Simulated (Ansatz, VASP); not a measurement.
## LiCl in VASP and in Ansatz

```
Li Cl
1.0
     3.57212   -0.63153    0.36459
    -0.66706    6.22613   -0.61802
     0.66704   -3.64829    5.08321
Li Cl
3 3
Direct
  0.33315 0.74994 0.91665
  0.66669 0.08317 0.58318
  0.00015 0.41635 0.24973
  0.33330 0.25019 0.41685
  0.99998 0.91684 0.75014
  0.66673 0.58351 0.08345
```

Alike in both runs: functional PBE; k mesh 4 × 6 × 6; occupations gaussian, width 0.1 eV; no spin polarisation.

Ansatz relaxed the structure, and its values are those at the end. VASP's run is a single point on that final structure, the one shown.

```csv
,VASP,Ansatz
version,VASP 6.6.1,Ansatz 0.2.0
potentials or method,"VASP PAW PBE potentials, release 64 (Li_sv, Cl), cutoff 520 eV","scalar-relativistic, plane waves, PAW"
valence electrons in the cell,30,30
```

VASP gave:

| Item | Value |
| --- | --- |
| gap on the k mesh at the Fermi level (eV) | 6.26 |
| least direct gap on the mesh (eV) | 6.26 |

What did Ansatz give for the same quantities?

gap on the k mesh at the Fermi level (eV): 6.25; least direct gap on the mesh (eV): 6.25.

The functional is the same, so the differences come from potentials, cutoffs and numerics.

The k mesh is coarse, so the values compare programs but aren't converged. Noted on VASP's run: the cutoff is short for stress, so the pressure is rough.
